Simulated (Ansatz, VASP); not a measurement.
Two plane-wave programs on MgS

Contents of INCAR:

```
SYSTEM = MgS
PREC = Accurate
ENCUT = 520
EDIFF = 1E-6
ISMEAR = -1
SIGMA = 0.05
LREAL = .False.
LASPH = .True.
NELM = 100
ALGO = Normal
ISIF = 2
LWAVE = .False.
LCHARG = .False.
GGA = RP
NBANDS = 11
```

Contents of KPOINTS:

```
Automatic mesh
0
Gamma
  5 5 5
  0 0 0
```

Contents of POSCAR:

```
MgS
1.0
    0.0000000000      2.6016500000      2.6016500000
    2.6016500000      0.0000000000      2.6016500000
    2.6016500000      2.6016500000      0.0000000000
S Mg
1 1
Direct
    0.5000000000      0.5000000000      0.5000000000
    0.0000000000      0.0000000000      0.0000000000
```

Contents of input.yaml:

```yaml
crystal:
  lattice:
    - [0.0, 2.60165, 2.60165]
    - [2.60165, 0.0, 2.60165]
    - [2.60165, 2.60165, 0.0]
  atoms:
    - { symbol: S, position: [0.5, 0.5, 0.5] }
    - { symbol: Mg, position: [0.0, 0.0, 0.0] }
hamiltonian:
  xc: rpbe
  pseudopotentials: { kind: paw }
kpoints:
  mp_grid: { grid: [5, 5, 5] }
scf:
  occupations: { method: fermi_dirac, width: 0.05 }
  n_extra_bands: 6
output:
  forces: true
  stress: true
  eigenvalues: true
  dos: { projected: true, de: 0.05, nscf_kmesh: { grid: [8, 8, 8] } }
  write_density: true
  write_potential: true
  elf: true
  volumetric_format: npy
```

Alike in both runs: functional RPBE; k mesh 5 × 5 × 5; occupations fermi-dirac, width 0.05 eV; no spin polarisation.

|  | VASP | Ansatz |
| --- | --- | --- |
| version | VASP 6.6.1 | Ansatz 0.2.0 |
| potentials or method | VASP PAW PBE potentials, release 64 (S, Mg) | Ansatz PAW |
| plane-wave cutoff (eV) | 520 | 420 |
| valence electrons in the cell | 8 | 16 |
| task | single point | projected density of states |

```tsv
	VASP	Ansatz	Ansatz less VASP
gap on the k mesh at the Fermi level (eV)	3.32	3.35	+0.030
least direct gap on the mesh (eV)	3.86	3.89	+0.021
pressure (GPa)	3.1	3.4	+0.39
```

VASP's potentials were made for PBE, not for RPBE. With one functional, cell and mesh, what is left measures potentials, basis and numerics. VASP's potentials hold 8 valence electrons a cell and Ansatz's 16, so a difference there can come from the potentials and not from the codes.

Noted on Ansatz's run: odd divisions of the mesh miss points on the zone boundary, where band edges often lie, so the gap on the mesh can be too wide.
